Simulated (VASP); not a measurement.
# TiO2 (P1) in VASP: single point with PBE+U

Aim: the single point of TiO2 with PBE+U.

All numbers are computed with VASP 6.6.1; they aren't measurements. Logs are shortened: lines on timing, memory, paths and dates and some standing lists are left out, and cuts for length are marked.

### 1 The cell of the first run

The typed cell holds 6 atoms: a = 5.584 Å, b = 5.584 Å, c = 5.584 Å, α = 140.02°, β = 140.02°, γ = 57.82°.

### 2 Single point, PBE+U (atom 3 (O) moved +0.080 Å along Cartesian [1 1 1])

INCAR reads:

```
SYSTEM = TiO2
  ALGO = Normal
  EDIFF = 1E-6
  ENCUT = 520
  GGA = PE
  ISIF = 2
  ISMEAR = 0
  LASPH = .True.
  LCHARG = .False.
  LDAU = .True.
  LDAUJ = 0 0
  LDAUL = 2 -1
  LDAUPRINT = 1
  LDAUTYPE = 2
  LDAUU = 4 0
  LMAXMIX = 4
  LREAL = .False.
  LWAVE = .False.
  NBANDS = 33
  NELM = 150
  PREC = Accurate
  SIGMA = 0.05
```

KPOINTS reads:

```
k-points
0
Gamma
  8 8 8
  0 0 0
```

POSCAR reads:

```
TiO2
1.0
   -1.9089353641      1.9089353641      4.8883612609
    1.9089353641     -1.9089353641      4.8883612609
    1.9089353641      1.9089353641     -4.8883612609
Ti O
2 4
Direct
    0.0000000000      0.0000000000      0.0000000000
    0.7500000000      0.2500000000      0.5000000000
    0.2220987092      0.2220987092      0.0241956969
    0.9552765759      0.4552765759      0.5000000000
    0.5447234241      0.0447234241      0.5000000000
    0.7947234241      0.7947234241      0.0000000000
```

Potentials or basis: VASP PAW PBE potentials, release 64 (Ti_sv, O).

Started as:

```console
> cat potpaw_PBE.64/Ti_sv/POTCAR potpaw_PBE.64/O/POTCAR > POTCAR
> mpirun -np 1 vasp_std > vasp.out
```

OUTCAR:

```text
SYSTEM = TiO2
   EDIFF = 1E-6
   ENCUT = 520
   GGA = PE
   ISIF = 2
   ISMEAR = 0
   LASPH = .True.
   LREAL = .False.
   NELM = 150
   PREC = Accurate

 ion  position               nearest neighbor table
   1  0.000  0.000  0.000-   5 1.96   4 1.96   5 1.96   4 1.96   6 2.01   3 2.05
   2  0.750  0.250  0.500-   3 1.90   6 1.96   6 1.96   3 1.99   4 2.01   5 2.01
   3  0.222  0.222  0.024-   2 1.90   2 1.99   1 2.05
   4  0.955  0.455  0.500-   1 1.96   1 1.96   2 2.01
   5  0.545  0.045  0.500-   1 1.96   1 1.96   2 2.01
   6  0.795  0.795  0.000-   2 1.96   2 1.96   1 2.01

  LATTYP: Found a body centered tetragonal cell.
 ALAT       =     3.8178707282
 C/A-ratio  =     2.5607788262

  Lattice vectors:

 A1 = (  -1.9089353641,   1.9089353641,   4.8883612609)
 A2 = (   1.9089353641,  -1.9089353641,   4.8883612609)
 A3 = (   1.9089353641,   1.9089353641,  -4.8883612609)

Analysis of symmetry for initial positions (statically):
=====================================================================
 Subroutine PRICEL returns:
 Original cell was already a primitive cell.

 Routine SETGRP: Setting up the symmetry group for a
 body centered tetragonal supercell.

 Subroutine GETGRP returns: Found  1 space group operations
 (whereof  1 operations were pure point group operations)
 out of a pool of 16 trial point group operations.

The static configuration has the point symmetry C_1 .

Analysis of symmetry for dynamics (positions and initial velocities):
=====================================================================
 Subroutine PRICEL returns:
 Original cell was already a primitive cell.

 Routine SETGRP: Setting up the symmetry group for a
 body centered tetragonal supercell.

 Subroutine GETGRP returns: Found  1 space group operations
 (whereof  1 operations were pure point group operations)
 out of a pool of 16 trial point group operations.

The dynamic configuration has the point symmetry C_1 .

 Subroutine INISYM returns: Found  1 space group operations
 (whereof  1 operations are pure point group operations),
 and found     1 'primitive' translations

----------------------------------------------------------------------------------------

                                     Primitive cell

  volume of cell :      71.2534

  direct lattice vectors                    reciprocal lattice vectors
    -1.908935364  1.908935364  4.888361261     0.000000000  0.261926103  0.102283766
     1.908935364 -1.908935364  4.888361261     0.261926103  0.000000000  0.102283766
     1.908935364  1.908935364 -4.888361261     0.261926103  0.261926103  0.000000000

  length of vectors
     5.584276521  5.584276521  5.584276521     0.281188997  0.281188997  0.370419447

  position of ions in fractional coordinates (direct lattice)
     0.000000000  0.000000000  0.000000000
     0.750000000  0.250000000  0.500000000
     0.222098709  0.222098709  0.024195697
     0.955276576  0.455276576  0.500000000
     0.544723424  0.044723424  0.500000000
     0.794723424  0.794723424  0.000000000

  ion indices of the primitive-cell ions
   primitive index   ion index
[... 108 lines left out ...]
   LHFCALC =     F    Hartree Fock is set to
   AEXX    =    0.0000 exact exchange contribution
   IVDW    =     0    specifies the selected vdW correction
   LEPSILON=     F    determine dielectric tensor
   LRPA    =     F    only Hartree local field effects (RPA)
 non-spin polarized calculation
 Gauss-broadening in eV      SIGMA  =   0.05
  energy-cutoff  :      520.00
  volume of cell :       71.25
 maximum number of plane-waves:      1934
 NGX is ok and might be reduce to    42
   NGX = 21   NGY = 21   NGZ = 21

atom =   1  type =  1  l = 2

 onsite density matrix

spin component  1

  0.1049 -0.0002  0.0000 -0.0001 -0.0000
 -0.0002  0.1015  0.0009  0.0001  0.0005
  0.0000  0.0009  0.2393  0.0013 -0.0008
 -0.0001  0.0001  0.0013  0.0977  0.0000
 -0.0000  0.0005 -0.0008  0.0000  0.2462

spin component  2

  0.1049 -0.0002  0.0000 -0.0001 -0.0000
 -0.0002  0.1015  0.0009  0.0001  0.0005
  0.0000  0.0009  0.2393  0.0013 -0.0008
 -0.0001  0.0001  0.0013  0.0977  0.0000
 -0.0000  0.0005 -0.0008  0.0000  0.2462

 occupancies and eigenvectors

  o =  0.0977  v =  0.0106 -0.0121 -0.0094  0.9998 -0.0000  0.0000  0.0000  0.0000  0.0000  0.0000      0.0000  0.0000  0.0000  0.0000  0.0000  0.0000  0.0000  0.0000  0.0000  0.0000
  o =  0.0977  v =  0.0000  0.0000  0.0000  0.0000  0.0000  0.0106 -0.0121 -0.0094  0.9998 -0.0000      0.0000  0.0000  0.0000  0.0000  0.0000  0.0000  0.0000  0.0000  0.0000  0.0000
  o =  0.1015  v =  0.0000  0.0000  0.0000  0.0000  0.0000 -0.0584 -0.9982  0.0070 -0.0113  0.0033      0.0000  0.0000  0.0000  0.0000  0.0000  0.0000  0.0000  0.0000  0.0000  0.0000
  o =  0.1015  v = -0.0584 -0.9982  0.0070 -0.0113  0.0033  0.0000  0.0000  0.0000  0.0000  0.0000      0.0000  0.0000  0.0000  0.0000  0.0000  0.0000  0.0000  0.0000  0.0000  0.0000
  o =  0.1049  v =  0.0000  0.0000  0.0000  0.0000  0.0000  0.9982 -0.0583  0.0004 -0.0113  0.0003      0.0000  0.0000  0.0000  0.0000  0.0000  0.0000  0.0000  0.0000  0.0000  0.0000
  o =  0.1049  v =  0.9982 -0.0583  0.0004 -0.0113  0.0003  0.0000  0.0000  0.0000  0.0000  0.0000      0.0000  0.0000  0.0000  0.0000  0.0000  0.0000  0.0000  0.0000  0.0000  0.0000
  o =  0.2392  v = -0.0001 -0.0072 -0.9938 -0.0094 -0.1105  0.0000  0.0000  0.0000  0.0000  0.0000      0.0000  0.0000  0.0000  0.0000  0.0000  0.0000  0.0000  0.0000  0.0000  0.0000
  o =  0.2392  v =  0.0000  0.0000  0.0000  0.0000  0.0000 -0.0001 -0.0072 -0.9938 -0.0094 -0.1105      0.0000  0.0000  0.0000  0.0000  0.0000  0.0000  0.0000  0.0000  0.0000  0.0000
  o =  0.2463  v =  0.0000  0.0000  0.0000  0.0000  0.0000  0.0001 -0.0026  0.1105  0.0010 -0.9939      0.0000  0.0000  0.0000  0.0000  0.0000  0.0000  0.0000  0.0000  0.0000  0.0000
  o =  0.2463  v =  0.0001 -0.0026  0.1105  0.0010 -0.9939  0.0000  0.0000  0.0000  0.0000  0.0000      0.0000  0.0000  0.0000  0.0000  0.0000  0.0000  0.0000  0.0000  0.0000  0.0000

atom =   2  type =  1  l = 2

 onsite density matrix

spin component  1

  0.1065 -0.0014  0.0004  0.0021  0.0006
 -0.0014  0.1002 -0.0051 -0.0002 -0.0074
  0.0004 -0.0051  0.2439  0.0005  0.0027
  0.0021 -0.0002  0.0005  0.0989  0.0007
  0.0006 -0.0074  0.0027  0.0007  0.2490

spin component  2

  0.1065 -0.0014  0.0004  0.0021  0.0006
 -0.0014  0.1002 -0.0051 -0.0002 -0.0074
  0.0004 -0.0051  0.2439  0.0005  0.0027
  0.0021 -0.0002  0.0005  0.0989  0.0007
  0.0006 -0.0074  0.0027  0.0007  0.2490

 occupancies and eigenvectors

  o =  0.0983  v = -0.2734 -0.1964 -0.0091  0.9415 -0.0124  0.0000  0.0000  0.0000  0.0000  0.0000      0.0000  0.0000  0.0000  0.0000  0.0000  0.0000  0.0000  0.0000  0.0000  0.0000
  o =  0.0983  v =  0.0000  0.0000  0.0000  0.0000  0.0000 -0.2734 -0.1964 -0.0091  0.9415 -0.0124      0.0000  0.0000  0.0000  0.0000  0.0000  0.0000  0.0000  0.0000  0.0000  0.0000
  o =  0.0994  v = -0.1148 -0.9635 -0.0323 -0.2352 -0.0453  0.0000  0.0000  0.0000  0.0000  0.0000      0.0000  0.0000  0.0000  0.0000  0.0000  0.0000  0.0000  0.0000  0.0000  0.0000
  o =  0.0994  v =  0.0000  0.0000  0.0000  0.0000  0.0000 -0.1148 -0.9635 -0.0323 -0.2352 -0.0453      0.0000  0.0000  0.0000  0.0000  0.0000  0.0000  0.0000  0.0000  0.0000  0.0000
  o =  0.1073  v =  0.0000  0.0000  0.0000  0.0000  0.0000  0.9550 -0.1717 -0.0097  0.2413 -0.0141      0.0000  0.0000  0.0000  0.0000  0.0000  0.0000  0.0000  0.0000  0.0000  0.0000
  o =  0.1073  v =  0.9550 -0.1717 -0.0097  0.2413 -0.0141  0.0000  0.0000  0.0000  0.0000  0.0000      0.0000  0.0000  0.0000  0.0000  0.0000  0.0000  0.0000  0.0000  0.0000  0.0000
  o =  0.2428  v =  0.0008 -0.0116  0.9114  0.0012 -0.4113  0.0000  0.0000  0.0000  0.0000  0.0000      0.0000  0.0000  0.0000  0.0000  0.0000  0.0000  0.0000  0.0000  0.0000  0.0000
  o =  0.2428  v =  0.0000  0.0000  0.0000  0.0000  0.0000  0.0008 -0.0116  0.9114  0.0012 -0.4113      0.0000  0.0000  0.0000  0.0000  0.0000  0.0000  0.0000  0.0000  0.0000  0.0000
  o =  0.2507  v =  0.0000  0.0000  0.0000  0.0000  0.0000 -0.0057  0.0586 -0.4100 -0.0054 -0.9102      0.0000  0.0000  0.0000  0.0000  0.0000  0.0000  0.0000  0.0000  0.0000  0.0000
  o =  0.2507  v = -0.0057  0.0586 -0.4100 -0.0054 -0.9102  0.0000  0.0000  0.0000  0.0000  0.0000      0.0000  0.0000  0.0000  0.0000  0.0000  0.0000  0.0000  0.0000  0.0000  0.0000

 number of electron      47.9999994 magnetization

 Free energy of the ion-electron system (eV)
  ---------------------------------------------------
  ext. energy  EPLUGINS =         0.00000000
  ---------------------------------------------------
  free energy    TOTEN  =       -48.47165206 eV

  energy without entropy =      -48.47165206  energy(sigma->0) =      -48.47165206

 E-fermi :   3.4906     XC(G=0): -10.5195

 val. band max:        3.2361029263   @ k =   0.0000   0.0000   0.5000
 cond. band min:       5.8740733020   @ k =   0.0000   0.0000   0.0000
 fundamental gap:      2.6379703757
 Fermi energy:         3.4905884095

 k-point     1 :       0.0000    0.0000    0.0000
  band No.  band energies     occupation
      1     -54.3480      2.00000
      2     -54.2201      2.00000
      3     -30.6618      2.00000
      4     -30.4964      2.00000
      5     -30.4936      2.00000
      6     -30.3704      2.00000
[... 853 lines left out ...]
     32       9.2257      0.00000
     33       9.3848      0.00000

 [... further k-points ...]

------------------------ aborting loop because EDIFF is reached ----------------------------------------

  FORCE on cell =-STRESS in cart. coord.  units (eV):
  Direction    XX          YY          ZZ          XY          YZ          ZX
  --------------------------------------------------------------------------------------
  -------------------------------------------------------------------------------------
  Total        2.0552028      2.2010595      0.8985176     -0.0132296     -0.2999381      0.0618549
  in kB       46.2125080     49.4921866     20.2037243     -0.2974755     -6.7442949      1.3908452
  external PRESSURE =      38.6361396 kB  Pullay stress =       0.0000000 kB

 VOLUME and BASIS-vectors are now :
 -----------------------------------------------------------------------------
  energy-cutoff  :      520.00
  volume of cell :       71.25
      direct lattice vectors                 reciprocal lattice vectors
    -1.908935364  1.908935364  4.888361261     0.000000000  0.261926103  0.102283766
     1.908935364 -1.908935364  4.888361261     0.261926103  0.000000000  0.102283766
     1.908935364  1.908935364 -4.888361261     0.261926103  0.261926103  0.000000000

 POSITION                                       TOTAL-FORCE (eV/Angst)
 -----------------------------------------------------------------------------------
      0.00000      0.00000      0.00000         0.042115      0.042660      0.060115
     -0.00000      1.90894      2.44418         0.022576      0.311863      0.129168
      0.04619      0.04619      2.05312        -0.165223     -0.835203     -0.407713
      0.00000      1.90894      4.45111         0.017022      0.022235      0.287431
      0.00000      1.90894      0.43725        -0.056877      0.316218     -0.064342
      0.00000      0.00000      7.76979         0.140388      0.142227     -0.004660
 -----------------------------------------------------------------------------------
    total drift:                               -0.000056      0.000183     -0.000016

  FREE ENERGIE OF THE ION-ELECTRON SYSTEM (eV)
  ---------------------------------------------------
  free  energy   TOTEN  =       -48.4716520607 eV

  energy  without entropy=      -48.4716520607  energy(sigma->0) =      -48.47165206
```

Wall time 13 min (1 thread of AMD EPYC 9R45 (Zen 5), shared host); peak memory 0.57 GiB.

What came out:

```yaml
Free_energy: -48.4717 eV
Pressure: 3.9 GPa
Largest_force: 0.944 eV/Å
Band_gap_on_the_k_mesh: 2.64 eV (least direct gap 2.95 eV)
```

Forces on the atoms (eV/Å):
```
Ti   0.042  0.043  0.060
Ti   0.023  0.312  0.129
O   -0.165 -0.835 -0.408
O    0.017  0.022  0.287
O   -0.057  0.316 -0.064
O    0.140  0.142 -0.005
```

Stress tensor (GPa, compression positive):
```
 4.62 -0.03  0.14
-0.03  4.95 -0.67
 0.14 -0.67  2.02
```

Eigenvalues of the final occupation matrices:
| site | spin | trace | eigenvalues |
| --- | --- | --- | --- |
| site 1 d | 1 | 0.79 | 0.10 0.10 0.10 0.24 0.25 |
| site 1 d | 2 | 0.79 | 0.10 0.10 0.10 0.24 0.25 |
| site 2 d | 1 | 0.80 | 0.10 0.10 0.11 0.24 0.25 |
| site 2 d | 2 | 0.80 | 0.10 0.10 0.11 0.24 0.25 |

Caveat: the cell differs from its parent crystal (atom 3 (O) moved +0.080 Å along Cartesian [1 1 1]); the cell stands under pressure. A k mesh can miss the band edges.
